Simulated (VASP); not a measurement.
# Ga2Cl (Fm-3m) in VASP: a series of runs

The runs below take Ga2Cl through single point, relaxation of cell and atoms, with PBE.

Everything below comes from runs of VASP 6.6.1. Logs are shortened: lines on timing, memory, paths and dates and some standing lists are left out, and cuts for length are marked.

### 1 The cell of the first run

It takes space group Fm-3m (No. 225, cubic). The conventional cell has a = 6.206 Å, b = 6.206 Å, c = 6.206 Å, α = 90.00°, β = 90.00°, γ = 90.00°. Within 3.5 Å of Ga (site symmetry -43m) lie 4 Cl at 2.69 Å and 6 Ga at 3.10 Å. Within 3.5 Å of Cl (site symmetry m-3m) lie 8 Ga at 2.69 Å.

### 2 Single point, PBE

INCAR

```
SYSTEM = Ga2Cl
PREC = Accurate ; ENCUT = 520
EDIFF = 1E-6 ; ISMEAR = 0
SIGMA = 0.1 ; LREAL = .False.
LASPH = .True. ; NELM = 100
ALGO = Normal ; ISIF = 2
LWAVE = .False. ; LCHARG = .False.
GGA = PE ; NBANDS = 24
```

KPOINTS

```
regular mesh
0
Gamma
  6 6 6
  0 0 0
```

POSCAR

```
Ga2Cl
1.0
    0.0000000000      3.1030917648      3.1030917648
    3.1030917648      0.0000000000      3.1030917648
    3.1030917648      3.1030917648      0.0000000000
Ga Cl
2 1
Direct
    0.2500000000      0.2500000000      0.2500000000
    0.7500000000      0.7500000000      0.7500000000
    0.0000000000      0.0000000000      0.0000000000
```

Potentials or basis: VASP PAW PBE potentials, release 64 (Ga_d, Cl).

Started as:

```
> cat potpaw_PBE.64/Ga_d/POTCAR potpaw_PBE.64/Cl/POTCAR > POTCAR
> mpirun -np 1 vasp_std > vasp.out
```

OUTCAR:

```text
SYSTEM = Ga2Cl
   PREC = Accurate
   ENCUT = 520
   EDIFF = 1E-6
   ISMEAR = 0
   LREAL = .False.
   LASPH = .True.
   NELM = 100
   ISIF = 2
   GGA = PE

 ion  position               nearest neighbor table
   1  0.250  0.250  0.250-   3 2.69   3 2.69   3 2.69   3 2.69
   2  0.750  0.750  0.750-   3 2.69   3 2.69   3 2.69   3 2.69
   3  0.000  0.000  0.000-   2 2.69   2 2.69   2 2.69   1 2.69   1 2.69   1 2.69   2 2.69   1 2.69

  LATTYP: Found a face centered cubic cell.
 ALAT       =     6.2061835296

  Lattice vectors:

 A1 = (   0.0000000000,   3.1030917648,   3.1030917648)
 A2 = (   3.1030917648,   0.0000000000,   3.1030917648)
 A3 = (   3.1030917648,   3.1030917648,   0.0000000000)

Analysis of symmetry for initial positions (statically):
=====================================================================
 Subroutine PRICEL returns:
 Original cell was already a primitive cell.

 Routine SETGRP: Setting up the symmetry group for a
 face centered cubic supercell.

 Subroutine GETGRP returns: Found 48 space group operations
 (whereof 48 operations were pure point group operations)
 out of a pool of 48 trial point group operations.

The static configuration has the point symmetry O_h .

Analysis of symmetry for dynamics (positions and initial velocities):
=====================================================================
 Subroutine PRICEL returns:
 Original cell was already a primitive cell.

 Routine SETGRP: Setting up the symmetry group for a
 face centered cubic supercell.

 Subroutine GETGRP returns: Found 48 space group operations
 (whereof 48 operations were pure point group operations)
 out of a pool of 48 trial point group operations.

The dynamic configuration has the point symmetry O_h .

 Subroutine INISYM returns: Found 48 space group operations
 (whereof 48 operations are pure point group operations),
 and found     1 'primitive' translations

----------------------------------------------------------------------------------------

                                     Primitive cell

  volume of cell :      59.7604

  direct lattice vectors                    reciprocal lattice vectors
     0.000000000  3.103091765  3.103091765    -0.161129621  0.161129621  0.161129621
     3.103091765  0.000000000  3.103091765     0.161129621 -0.161129621  0.161129621
     3.103091765  3.103091765  0.000000000     0.161129621  0.161129621 -0.161129621

  length of vectors
     4.388434459  4.388434459  4.388434459     0.279084690  0.279084690  0.279084690

  position of ions in fractional coordinates (direct lattice)
     0.250000000  0.250000000  0.250000000
     0.750000000  0.750000000  0.750000000
     0.000000000  0.000000000  0.000000000

  ion indices of the primitive-cell ions
   primitive index   ion index
                 1           1
                 2           2
                 3           3

----------------------------------------------------------------------------------------

 KPOINTS: regular mesh

Automatic generation of k-mesh.
 Grid dimensions read from file:
 generate k-points for:    6    6    6

 Generating k-lattice:

  Cartesian coordinates                     Fractional coordinates (reciprocal lattice)
    -0.026854937  0.026854937  0.026854937     0.166666667  0.000000000  0.000000000
     0.026854937 -0.026854937  0.026854937     0.000000000  0.166666667  0.000000000
     0.026854937  0.026854937 -0.026854937     0.000000000  0.000000000  0.166666667

  Length of vectors
     0.046514115  0.046514115  0.046514115

  Shift w.r.t. Gamma in fractional coordinates (k-lattice)
     0.000000000  0.000000000  0.000000000

 Subroutine IBZKPT returns following result:
 ===========================================

 Found     16 irreducible k-points:

 Following reciprocal coordinates:
            Coordinates               Weight
  0.000000  0.000000  0.000000      1.000000
  0.166667  0.000000  0.000000      8.000000
  0.333333  0.000000  0.000000      8.000000
  0.500000  0.000000  0.000000      4.000000
  0.166667  0.166667  0.000000      6.000000
  0.333333  0.166667  0.000000     24.000000
[... 8 lines left out ...]
 -0.333333  0.333333  0.166667     24.000000
 -0.333333  0.500000  0.166667     12.000000
   k-points           NKPTS =     16   k-points in BZ     NKDIM =     16   number of bands    NBANDS=     24
   number of dos      NEDOS =    301   number of ions     NIONS =      3
   total plane-waves  NPLWV =  46656
   dimension x,y,z NGX =    36 NGY =   36 NGZ =   36
   dimension x,y,z NGXF=    72 NGYF=   72 NGZF=   72
   ions per type =               2   1
   NGX,Y,Z   is equivalent  to a cutoff of  13.64, 13.64, 13.64 a.u.
   NGXF,Y,Z  is equivalent  to a cutoff of  27.28, 27.28, 27.28 a.u.
 SYSTEM =  Ga2Cl
   PREC   = accura    normal or accurate (medium, high low for compatibility)
   ISTART =      0    job   : 0-new  1-cont  2-samecut
   ICHARG =      2    charge: 1-file 2-atom 10-const
   ISPIN  =      1    spin polarized calculation?
   LNONCOLLINEAR =      F non collinear calculations
   LSORBIT =      F    spin-orbit coupling
   LASPH  =      T    aspherical Exc in radial PAW
   ENCUT  =  520.0 eV  38.22 Ry    6.18 a.u.   8.16  8.16  8.16*2*pi/ulx,y,z
   NELM   =    100;   NELMIN=  2; NELMDL= -5     # of ELM steps
   EDIFF  = 0.1E-05   stopping-criterion for ELM
   LREAL  =      F    real-space projection
   EDIFFG = 0.1E-04   stopping-criterion for IOM
   NSW    =      0    number of steps for IOM
   IBRION =     -1    ionic relax: 0-MD 1-quasi-New 2-CG
   NFREE  =      0    steps in history (QN), initial steepest desc. (CG)
   ISIF   =      2    stress and relaxation
   ISYM   =      2    0-nonsym 1-usesym 2-fastsym
   POTIM  = 0.5000    time-step for ionic-motion
   TEBEG  =    0.0;   TEEND  =   0.0 temperature during run
   PSTRESS=    0.0 pullay stress
   NELECT =      33.0000    total number of electrons
   NUPDOWN=      -1.0000    fix difference up-down
   EMIN   =  10.00;   EMAX   =-10.00  energy-range for DOS
   EFERMI =   0.00;   METHOD = LEGACY
   ISMEAR =     0;   SIGMA  =   0.10  broadening in eV -4-tet -1-fermi 0-gaus
   EFERMI_NEDOS =   21; number of points for ismear=-14 and -15
   IALGO  =     38    algorithm
   IMIX   =      4    mixing-type and parameters
     AMIX     =   0.40;   BMIX     =  1.00
     AMIX_MAG =   1.60;   BMIX_MAG =  1.00
  volume/ion in A,a.u.               =      19.92       134.43
  Fermi-wavevector in a.u.,A,eV,Ry     =   1.343100  2.538090 24.543772  1.803916
  Thomas-Fermi vector in A             =   2.471201
   LORBIT       =      0    0 simple, 1 ext, 2 COOP (PROOUT), +10 PAW based schemes
   GGA     = PE    functional components
   LHFCALC =     F    Hartree Fock is set to
   AEXX    =    0.0000 exact exchange contribution
   IVDW    =     0    specifies the selected vdW correction
   LEPSILON=     F    determine dielectric tensor
   LRPA    =     F    only Hartree local field effects (RPA)
 non-spin polarized calculation
 Gauss-broadening in eV      SIGMA  =   0.10
  energy-cutoff  :      520.00
  volume of cell :       59.76
 maximum number of plane-waves:      1639
 NGX is ok and might be reduce to    36
   NGX = 17   NGY = 17   NGZ = 17

 number of electron      32.9999983 magnetization

 Free energy of the ion-electron system (eV)
  ---------------------------------------------------
  ext. energy  EPLUGINS =         0.00000000
  ---------------------------------------------------
  free energy    TOTEN  =        -6.41923390 eV

  energy without entropy =       -6.41364182  energy(sigma->0) =       -6.41643786

 E-fermi :   5.7896     XC(G=0): -10.2873

 val. band max:        5.7525265443   @ k =   0.3333   0.3333   0.0000
 cond. band min:       5.8821549906   @ k =   0.5000   0.1667   0.0000
 fundamental gap:      0.1296284463
 Fermi energy:         5.7896201286

 k-point     1 :       0.0000    0.0000    0.0000
  band No.  band energies     occupation
      1     -12.1611      2.00000
      2      -9.6328      2.00000
      3      -9.6328      2.00000
      4      -9.6021      2.00000
      5      -9.6021      2.00000
      6      -9.6021      2.00000
[... 16 lines left out ...]
     23      12.0116      0.00000
     24      12.0116      0.00000

 k-point     2 :       0.1667    0.0000    0.0000
  band No.  band energies     occupation
      1     -12.1034      2.00000
      2      -9.6176      2.00000
      3      -9.6176      2.00000
      4      -9.5875      2.00000
      5      -9.5875      2.00000
      6      -9.5576      2.00000
[... 16 lines left out ...]
     23      14.1486      0.00000
     24      14.1486      0.00000

 k-point     3 :       0.3333    0.0000    0.0000
  band No.  band energies     occupation
      1     -11.9877      2.00000
      2      -9.5750      2.00000
      3      -9.5750      2.00000
      4      -9.5506      2.00000
      5      -9.5506      2.00000
      6      -9.4918      2.00000
[... 16 lines left out ...]
     23      14.3360      0.00000
     24      14.9944      0.00000

 k-point     4 :       0.5000    0.0000    0.0000
  band No.  band energies     occupation
      1     -11.9301      2.00000
      2      -9.5328      2.00000
      3      -9.5328      2.00000
      4      -9.5053      2.00000
      5      -9.5053      2.00000
      6      -9.4955      2.00000
[... 16 lines left out ...]
     23      13.6015      0.00000
     24      13.6015      0.00000

 k-point     5 :       0.1667    0.1667    0.0000
  band No.  band energies     occupation
      1     -12.0846      2.00000
      2      -9.6288      2.00000
      3      -9.6004      2.00000
      4      -9.5754      2.00000
      5      -9.5754      2.00000
      6      -9.5568      2.00000
[... 16 lines left out ...]
     23      12.3802      0.00000
     24      13.8291      0.00000

 k-point     6 :       0.3333    0.1667    0.0000
  band No.  band energies     occupation
      1     -11.9894      2.00000
      2      -9.6100      2.00000
      3      -9.5655      2.00000
      4      -9.5461      2.00000
      5      -9.5434      2.00000
      6      -9.4947      2.00000
[... 16 lines left out ...]
     23      13.7787      0.00000
     24      14.2984      0.00000

 k-point     7 :       0.5000    0.1667    0.0000
  band No.  band energies     occupation
      1     -11.9136      2.00000
      2      -9.5646      2.00000
      3      -9.5369      2.00000
      4      -9.5208      2.00000
      5      -9.5180      2.00000
      6      -9.5033      2.00000
[... 16 lines left out ...]
     23      13.8820      0.00000
     24      14.3570      0.00000

 k-point     8 :      -0.3333    0.1667    0.0000
  band No.  band energies     occupation
      1     -11.9322      2.00000
      2      -9.5787      2.00000
      3      -9.5513      2.00000
      4      -9.5124      2.00000
      5      -9.5101      2.00000
      6      -9.5088      2.00000
[... 16 lines left out ...]
     23      13.3383      0.00000
     24      15.1440      0.00000

 k-point     9 :      -0.1667    0.1667    0.0000
  band No.  band energies     occupation
      1     -12.0270      2.00000
      2      -9.6105      2.00000
      3      -9.5859      2.00000
      4      -9.5662      2.00000
      5      -9.5519      2.00000
      6      -9.5087      2.00000
[... 16 lines left out ...]
     23      13.4652      0.00000
     24      13.9764      0.00000

 k-point    10 :       0.3333    0.3333    0.0000
  band No.  band energies     occupation
      1     -11.9348      2.00000
      2      -9.6208      2.00000
      3      -9.5341      2.00000
      4      -9.5212      2.00000
      5      -9.5212      2.00000
      6      -9.5052      2.00000
[... 16 lines left out ...]
     23      13.3851      0.00000
     24      13.4588      0.00000

 k-point    11 :       0.5000    0.3333    0.0000
  band No.  band energies     occupation
      1     -11.8797      2.00000
      2      -9.6028      2.00000
      3      -9.5439      2.00000
      4      -9.5214      2.00000
      5      -9.5106      2.00000
      6      -9.4992      2.00000
[... 16 lines left out ...]
     23      13.7397      0.00000
     24      14.4040      0.00000

 k-point    12 :      -0.3333    0.3333    0.0000
  band No.  band energies     occupation
      1     -11.8789      2.00000
      2      -9.5700      2.00000
      3      -9.5594      2.00000
      4      -9.5306      2.00000
      5      -9.5285      2.00000
      6      -9.4863      2.00000
[... 16 lines left out ...]
     23      13.6920      0.00000
     24      15.3836      0.00000

 k-point    13 :       0.5000    0.5000    0.0000
  band No.  band energies     occupation
      1     -11.8622      2.00000
      2      -9.6168      2.00000
      3      -9.5508      2.00000
      4      -9.5067      2.00000
      5      -9.5067      2.00000
      6      -9.4989      2.00000
[... 16 lines left out ...]
     23      14.6584      0.00000
     24      14.9623      0.00000

 k-point    14 :       0.5000    0.3333    0.1667
  band No.  band energies     occupation
      1     -11.9153      2.00000
      2      -9.5972      2.00000
      3      -9.5445      2.00000
      4      -9.5177      2.00000
      5      -9.5096      2.00000
      6      -9.5047      2.00000
[... 16 lines left out ...]
     23      13.2202      0.00000
     24      14.5036      0.00000

 k-point    15 :      -0.3333    0.3333    0.1667
  band No.  band energies     occupation
      1     -11.8788      2.00000
      2      -9.5652      2.00000
      3      -9.5651      2.00000
      4      -9.5419      2.00000
      5      -9.5045      2.00000
      6      -9.5016      2.00000
[... 16 lines left out ...]
     23      14.3272      0.00000
     24      14.5629      0.00000

 k-point    16 :      -0.3333    0.5000    0.1667
  band No.  band energies     occupation
      1     -11.8618      2.00000
      2      -9.5922      2.00000
      3      -9.5610      2.00000
      4      -9.5396      2.00000
      5      -9.5024      2.00000
      6      -9.4946      2.00000
[... 16 lines left out ...]
     23      14.1556      0.00000
     24      14.7780      0.00000

------------------------ aborting loop because EDIFF is reached ----------------------------------------

  FORCE on cell =-STRESS in cart. coord.  units (eV):
  Direction    XX          YY          ZZ          XY          YZ          ZX
  --------------------------------------------------------------------------------------
  -------------------------------------------------------------------------------------
  Total        6.6889631      6.6889631      6.6889631     -0.0000000      0.0000000     -0.0000000
  in kB      179.3310671    179.3310671    179.3310671     -0.0000000      0.0000000     -0.0000000
  external PRESSURE =     179.3310671 kB  Pullay stress =       0.0000000 kB

 VOLUME and BASIS-vectors are now :
 -----------------------------------------------------------------------------
  energy-cutoff  :      520.00
  volume of cell :       59.76
      direct lattice vectors                 reciprocal lattice vectors
     0.000000000  3.103091765  3.103091765    -0.161129621  0.161129621  0.161129621
     3.103091765  0.000000000  3.103091765     0.161129621 -0.161129621  0.161129621
     3.103091765  3.103091765  0.000000000     0.161129621  0.161129621 -0.161129621

 POSITION                                       TOTAL-FORCE (eV/Angst)
 -----------------------------------------------------------------------------------
      1.55155      1.55155      1.55155        -0.000000     -0.000000     -0.000000
      4.65464      4.65464      4.65464         0.000000      0.000000      0.000000
      0.00000      0.00000      0.00000        -0.000000      0.000000      0.000000
 -----------------------------------------------------------------------------------
    total drift:                                0.000000      0.000000      0.000000

  FREE ENERGIE OF THE ION-ELECTRON SYSTEM (eV)
  ---------------------------------------------------
  free  energy   TOTEN  =        -6.4192339036 eV

  energy  without entropy=       -6.4136418186  energy(sigma->0) =       -6.41643786
```

Wall time 13 s (1 thread of Intel Xeon 6975P-C (Granite Rapids), shared host); peak memory 0.19 GiB.

Results:

- Free energy: -6.4192 eV
- Pressure: 17.9 GPa
- Band gap on the k mesh: zero (an odd number of electrons rules out a gap without spin polarisation)

Caveat: the cell stands under pressure; an odd number of electrons without spin polarisation forces a metal; a magnetic or distorted state may lie lower.

(Part 1 of 3 ends here.)
